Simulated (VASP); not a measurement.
Input of a VASP 6.6.1 run:

INCAR

```
SYSTEM = Al3H
  PREC = Accurate
  ENCUT = 520
  EDIFF = 1E-6
  ISMEAR = 0
  SIGMA = 0.1
  LREAL = .FALSE.
  LASPH = .TRUE.
  NELM = 60
  ALGO = Normal
  ISIF = 2
  LWAVE = .FALSE.
  LCHARG = .FALSE.
  GGA = PE
  NBANDS = 13
```

File KPOINTS:

```
Automatic mesh
0
G
  6 6 6
  0 0 0
```

File POSCAR:

```
Al3H
1.0
    5.2905467242      0.0000000000      0.0000000000
   -2.6452733621      4.5817478631      0.0000000000
    0.0000000000      0.0000000000      2.7803706467
Al H
3 1
Direct
    0.5000000000      0.0000000000      0.5000000000
    0.0000000000      0.5000000000      0.5000000000
    0.5000000000      0.5000000000      0.5000000000
    0.0000000000      0.0000000000      0.0000000000
```

Potentials or basis: VASP PAW PBE potentials, release 64 (Al, H).

Command:

```bash
$ cat potpaw_PBE.64/Al/POTCAR potpaw_PBE.64/H/POTCAR > POTCAR
$ mpirun -np 1 vasp_std > vasp.out
```

(1) Predict the band gap on the k mesh.

(2) What does it give for the pressure?

Results:

(1) zero (bands 5 and 6 overlap by 3.05 eV).

(2) 0.0 GPa.

Caveat: the k points lie up to 0.38 Å⁻¹ apart, too coarse for converged energies and pressures of a metal.
